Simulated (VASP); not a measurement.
# Y (Fm-3m) in VASP: a series of runs

Y is run at these levels: r2SCAN; tasks: single point.

Everything below comes from runs of VASP 6.6.1. Logs are shortened: lines on timing, memory, paths and dates and some standing lists are left out, and cuts for length are marked.

## (1) The cell of the first run

Symmetry: Fm-3m, No. 225, cubic system. Conventional cell: a = 4.970 Å, b = 4.970 Å, c = 4.970 Å, α = 90.00°, β = 90.00°, γ = 90.00°. Within 4.6 Å of Y (site symmetry m-3m) lie 12 Y at 3.51 Å.

## (2) Single point, r2SCAN

POSCAR reads:

```
Y
1.0
    0.0000000000      2.4850000000      2.4850000000
    2.4850000000      0.0000000000      2.4850000000
    2.4850000000      2.4850000000      0.0000000000
Y
1
Direct
    0.0000000000      0.0000000000      0.0000000000
```

INCAR.step1 reads:

```
SYSTEM = Y
PREC = Accurate ; ENCUT = 520
ISMEAR = 0 ; SIGMA = 0.15
LREAL = .FALSE. ; LASPH = .TRUE.
NELM = 100 ; NBANDS = 12
GGA = PE ; ALGO = Normal
EDIFF = 1E-4 ; LWAVE = .TRUE.
LCHARG = .FALSE.
```

INCAR.step2 reads:

```
SYSTEM = Y
PREC = Accurate ; ENCUT = 520
EDIFF = 1E-6 ; ISMEAR = 0
SIGMA = 0.15 ; LREAL = .FALSE.
LASPH = .TRUE. ; NELM = 100
ALGO = Normal ; ISIF = 2
LWAVE = .FALSE. ; LCHARG = .TRUE.
METAGGA = R2SCAN ; LMIXTAU = .TRUE.
LELF = .TRUE. ; LVHAR = .TRUE.
NBANDS = 12 ; ISTART = 1
```

KPOINTS reads:

```
Automatic mesh
0
G
  16 16 16
  0 0 0
```

Potentials or basis: VASP PAW PBE potentials, release 64 (Y_sv).

Run with:

```
$ cat potpaw_PBE.64/Y_sv/POTCAR > POTCAR
$ cp INCAR.step1 INCAR
$ mpirun -np 1 vasp_std > vasp.out
$ cp INCAR.step2 INCAR
$ mpirun -np 1 vasp_std > vasp.out
```

OUTCAR:

```text
SYSTEM = Y
   PREC = Accurate
   ENCUT = 520
   EDIFF = 1E-6
   ISMEAR = 0
   LREAL = .FALSE.
   LASPH = .TRUE.
   NELM = 100
   ISIF = 2
   METAGGA = R2SCAN
   ISTART = 1

 ion  position               nearest neighbor table
   1  0.000  0.000  0.000-

  LATTYP: Found a face centered cubic cell.
 ALAT       =     4.9700000000

  Lattice vectors:

 A1 = (   0.0000000000,   2.4850000000,   2.4850000000)
 A2 = (   2.4850000000,   0.0000000000,   2.4850000000)
 A3 = (   2.4850000000,   2.4850000000,   0.0000000000)

Analysis of symmetry for initial positions (statically):
=====================================================================
 Subroutine PRICEL returns:
 Original cell was already a primitive cell.

 Routine SETGRP: Setting up the symmetry group for a
 face centered cubic supercell.

 Subroutine GETGRP returns: Found 48 space group operations
 (whereof 48 operations were pure point group operations)
 out of a pool of 48 trial point group operations.

The static configuration has the point symmetry O_h .

Analysis of symmetry for dynamics (positions and initial velocities):
=====================================================================
 Subroutine PRICEL returns:
 Original cell was already a primitive cell.

 Routine SETGRP: Setting up the symmetry group for a
 face centered cubic supercell.

 Subroutine GETGRP returns: Found 48 space group operations
 (whereof 48 operations were pure point group operations)
 out of a pool of 48 trial point group operations.

The dynamic configuration has the point symmetry O_h .

 Subroutine INISYM returns: Found 48 space group operations
 (whereof 48 operations are pure point group operations),
 and found     1 'primitive' translations

----------------------------------------------------------------------------------------

                                     Primitive cell

  volume of cell :      30.6909

  direct lattice vectors                    reciprocal lattice vectors
     0.000000000  2.485000000  2.485000000    -0.201207243  0.201207243  0.201207243
     2.485000000  0.000000000  2.485000000     0.201207243 -0.201207243  0.201207243
     2.485000000  2.485000000  0.000000000     0.201207243  0.201207243 -0.201207243

  length of vectors
[... 84 lines left out ...]
   IBRION =     -1    ionic relax: 0-MD 1-quasi-New 2-CG
   NFREE  =      0    steps in history (QN), initial steepest desc. (CG)
   ISIF   =      2    stress and relaxation
   ISYM   =      2    0-nonsym 1-usesym 2-fastsym
   POTIM  = 0.5000    time-step for ionic-motion
   TEBEG  =    0.0;   TEEND  =   0.0 temperature during run
   PSTRESS=    0.0 pullay stress
   NELECT =      11.0000    total number of electrons
   NUPDOWN=      -1.0000    fix difference up-down
   EMIN   =  10.00;   EMAX   =-10.00  energy-range for DOS
   EFERMI =   0.00;   METHOD = LEGACY
   ISMEAR =     0;   SIGMA  =   0.15  broadening in eV -4-tet -1-fermi 0-gaus
   EFERMI_NEDOS =   21; number of points for ismear=-14 and -15
   IALGO  =     38    algorithm
   IMIX   =      4    mixing-type and parameters
     AMIX     =   0.40;   BMIX     =  1.00
     AMIX_MAG =   1.60;   BMIX_MAG =  1.00
  volume/ion in A,a.u.               =      30.69       207.11
  Fermi-wavevector in a.u.,A,eV,Ry     =   1.162883  2.197530 18.399114  1.352297
  Thomas-Fermi vector in A             =   2.299439
   LORBIT       =      0    0 simple, 1 ext, 2 COOP (PROOUT), +10 PAW based schemes
   METAGGA = R2SCAN    functional components
   LHFCALC =     F    Hartree Fock is set to
   AEXX    =    0.0000 exact exchange contribution
   IVDW    =     0    specifies the selected vdW correction
   LEPSILON=     F    determine dielectric tensor
   LRPA    =     F    only Hartree local field effects (RPA)
 non-spin polarized calculation
 Gauss-broadening in eV      SIGMA  =   0.15
  energy-cutoff  :      520.00
  volume of cell :       30.69
 maximum number of plane-waves:       869
 NGX is ok and might be reduce to    28
   NGX = 13   NGY = 13   NGZ = 13

 number of electron      10.9999999 magnetization

 Free energy of the ion-electron system (eV)
  ---------------------------------------------------
  ext. energy  EPLUGINS =         0.00000000
  ---------------------------------------------------
  free energy    TOTEN  =       -20.20536347 eV

  energy without entropy =      -20.18901735  energy(sigma->0) =      -20.19719041

 E-fermi :   3.4396     XC(G=0): -10.3654

 val. band max:        3.4221149371   @ k =  -0.3125   0.4375   0.1875
 cond. band min:       3.4535809018   @ k =  -0.3125   0.2500   0.0625
 fundamental gap:      0.0314659647
 Fermi energy:         3.4395544370

 k-point     1 :       0.0000    0.0000    0.0000
  band No.  band energies     occupation
      1     -40.5928      2.00000
      2     -19.5787      2.00000
      3     -19.5787      2.00000
      4     -19.5787      2.00000
      5      -1.6404      2.00000
      6       5.5506      0.00000
      7       5.5506      0.00000
      8       5.5506      0.00000
      9       7.8419      0.00000
     10       7.8419      0.00000
     11      12.9044      0.00000
     12      16.6444      0.00000
[... 331 lines left out ...]
 k-point    24 :      -0.0625    0.0625    0.0000
  band No.  band energies     occupation
      1     -40.5838      2.00000
      2     -19.6492      2.00000
      3     -19.5986      2.00000
      4     -19.5832      2.00000
      5      -1.3552      2.00000
      6       5.2047      0.00000
      7       5.6836      0.00000
      8       5.6842      0.00000
      9       7.5490      0.00000
     10       7.8211      0.00000
     11      13.5748      0.00000
     12      15.6892      0.00000

 [... further k-points ...]

------------------------ aborting loop because EDIFF is reached ----------------------------------------

  FORCE on cell =-STRESS in cart. coord.  units (eV):
  Direction    XX          YY          ZZ          XY          YZ          ZX
  --------------------------------------------------------------------------------------
  -------------------------------------------------------------------------------------
  Total        0.6626337      0.6626337      0.6626337     -0.0000000     -0.0000000      0.0000000
  in kB       34.5919408     34.5919408     34.5919408     -0.0000000     -0.0000000      0.0000000
  external PRESSURE =      34.5919408 kB  Pullay stress =       0.0000000 kB

 VOLUME and BASIS-vectors are now :
 -----------------------------------------------------------------------------
  energy-cutoff  :      520.00
  volume of cell :       30.69
      direct lattice vectors                 reciprocal lattice vectors
     0.000000000  2.485000000  2.485000000    -0.201207243  0.201207243  0.201207243
     2.485000000  0.000000000  2.485000000     0.201207243 -0.201207243  0.201207243
     2.485000000  2.485000000  0.000000000     0.201207243  0.201207243 -0.201207243

 POSITION                                       TOTAL-FORCE (eV/Angst)
 -----------------------------------------------------------------------------------
      0.00000      0.00000      0.00000        -0.000000     -0.000000     -0.000000
 -----------------------------------------------------------------------------------
    total drift:                               -0.000000     -0.000000     -0.000000

  FREE ENERGIE OF THE ION-ELECTRON SYSTEM (eV)
  ---------------------------------------------------
  free  energy   TOTEN  =       -20.2053634727 eV

  energy  without entropy=      -20.1890173496  energy(sigma->0) =      -20.19719041
```

Run time: 92 s. Hardware: 1 thread of Intel Xeon 6975P-C (Granite Rapids), shared host; peak memory 0.22 GiB.

What came out:

```yaml
Free_energy: -20.2054 eV
Pressure: 3.5 GPa
```

Levels at points of the mesh, in eV from the Fermi level:
```
           k point  band 2  band 3  band 4  band 5  band 6  band 7  band 8  band 9
(0.00, 0.00, 0.00)  -23.02  -23.02  -23.02   -5.08    2.11    2.11    2.11    4.40
(0.50, 0.00, 0.00)  -23.74  -23.11  -23.11   -2.08    0.63    1.90    1.90    5.97
(0.50, 0.50, 0.00)  -23.69  -23.27  -23.27   -1.96   -0.97    2.31    6.01    6.42
```

Caveat: the PAW data sets were made with another functional, which shifts forces and pressure a little.

## (3) Single point, r2SCAN

POSCAR is that of step 2.

INCAR.step1 reads:

```
ALGO = Normal
EDIFF = 1E-4
ENCUT = 520
GGA = PE
ISMEAR = 0
LASPH = True
LCHARG = False
LREAL = False
LWAVE = True
NBANDS = 12
NELM = 100
PREC = Accurate
SIGMA = 0.15
```

INCAR.step2 reads:

```
ALGO = Normal
EDIFF = 1E-6
ENCUT = 520
ISIF = 2
ISMEAR = 0
ISTART = 1
LASPH = True
LCHARG = False
LMIXTAU = True
LREAL = False
LWAVE = False
METAGGA = R2SCAN
NBANDS = 12
NELM = 100
PREC = Accurate
SIGMA = 0.15
```

KPOINTS reads:

```
k-points
0
Gamma
  18 18 18
```

Potentials or basis: VASP PAW PBE potentials, release 64 (Y_sv).

Run with:

```
$ cat potpaw_PBE.64/Y_sv/POTCAR > POTCAR
$ cp INCAR.step1 INCAR
$ mpirun -np 1 vasp_std > vasp.out
$ cp INCAR.step2 INCAR
$ mpirun -np 1 vasp_std > vasp.out
```

It took 2.1 min on 1 thread of Intel Xeon 6975P-C (Granite Rapids), shared host; peak memory 0.24 GiB.

The run converged. Its results:

```yaml
Free_energy: -20.2055 eV
Pressure: 3.5 GPa
```

Levels at points of the mesh, in eV from the Fermi level:
```csv
k point,band 3,band 4,band 5,band 6,band 7,band 8
"(0.00, 0.00, 0.00)",-23.02,-23.02,-5.08,2.11,2.11,2.11
"(0.50, 0.00, 0.00)",-23.11,-23.11,-2.08,0.63,1.90,1.90
"(0.50, 0.50, 0.00)",-23.27,-23.27,-1.96,-0.97,2.31,6.01
```

Caveat: the PAW data sets were made with another functional, which shifts forces and pressure a little.
